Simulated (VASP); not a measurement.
Set up this calculation in VASP 6.6.1, as the native input.

```yaml
Task: single point
Functional: r2SCAN
Potentials_or_basis: VASP PAW PBE potentials, release 64 (W_sv, S)
Cutoff: 520 eV
k_mesh: 12 × 12 × 2
Occupations: gaussian, width 0.02 eV
Spin: no spin polarisation
Dipole_correction: no
Further_INCAR_settings: ALGO = Normal; EDIFF = 1e-06; NBANDS = 35
```

Crystal: WS2.

```
CELL_PARAMETERS angstrom
3.05435 0.00000 0.00000
-1.52718 2.64515 0.00000
0.00000 0.00000 13.30836
ATOMIC_POSITIONS crystal
W 0.33333 0.66667 0.25000
W 0.66667 0.33333 0.75000
S 0.33333 0.66667 0.62939
S 0.66667 0.33333 0.12939
S 0.33333 0.66667 0.87061
S 0.66667 0.33333 0.37061
```

This cell differs from its parent crystal: biaxial strain in the a-b plane: -4.0 %, then relaxed in part.

These files were run (other wordings do the same):

POSCAR

```
WS2
1.0
    3.0543541587      0.0000000000      0.0000000000
   -1.5271770793      2.6451482936      0.0000000000
    0.0000000000      0.0000000000     13.3083590295
W S
2 4
Direct
    0.3333333333      0.6666666667      0.2500000000
    0.6666666667      0.3333333333      0.7500000000
    0.3333333333      0.6666666667      0.6293945305
    0.6666666667      0.3333333333      0.1293945305
    0.3333333333      0.6666666667      0.8706054695
    0.6666666667      0.3333333333      0.3706054695
```

INCAR.step1

```
PREC = Accurate
ENCUT = 520
ISMEAR = 0
SIGMA = 0.02
LREAL = F
LASPH = T
NELM = 60
NBANDS = 35
GGA = PE
ALGO = Normal
EDIFF = 1E-4
LWAVE = T
LCHARG = F
```

INCAR.step2

```
PREC = Accurate
ENCUT = 520
EDIFF = 1E-6
ISMEAR = 0
SIGMA = 0.02
LREAL = F
LASPH = T
NELM = 60
ALGO = Normal
ISIF = 2
LWAVE = F
LCHARG = F
METAGGA = R2SCAN
LMIXTAU = T
NBANDS = 35
ISTART = 1
```

KPOINTS

```
regular mesh
0
Gamma
  12 12 2
```

Potentials or basis: VASP PAW PBE potentials, release 64 (W_sv, S).

Run with:

```bash
$ cat potpaw_PBE.64/W_sv/POTCAR potpaw_PBE.64/S/POTCAR > POTCAR
$ cp INCAR.step1 INCAR
$ mpirun -np 1 vasp_std > vasp.out
$ cp INCAR.step2 INCAR
$ mpirun -np 1 vasp_std > vasp.out
```

It gave:

* Pressure: 9.3 GPa
* Largest force: 0.027 eV/Å
* Band gap on the k mesh: 1.59 eV (least direct gap 2.53 eV)

Caveat: the cell differs from its parent crystal (biaxial strain in the a-b plane: -4.0 %, then relaxed in part); the cell stands under pressure; the PAW data sets were made with another functional, which shifts forces and pressure a little; spin-orbit coupling is left out, which moves the levels of the heavy elements.

It took 17 min on 1 thread of Intel(R) Xeon(R) Platinum 8259CL CPU @ 2.50GHz (Skylake/Cascade Lake) (shared host), peak memory 0.31 GiB.
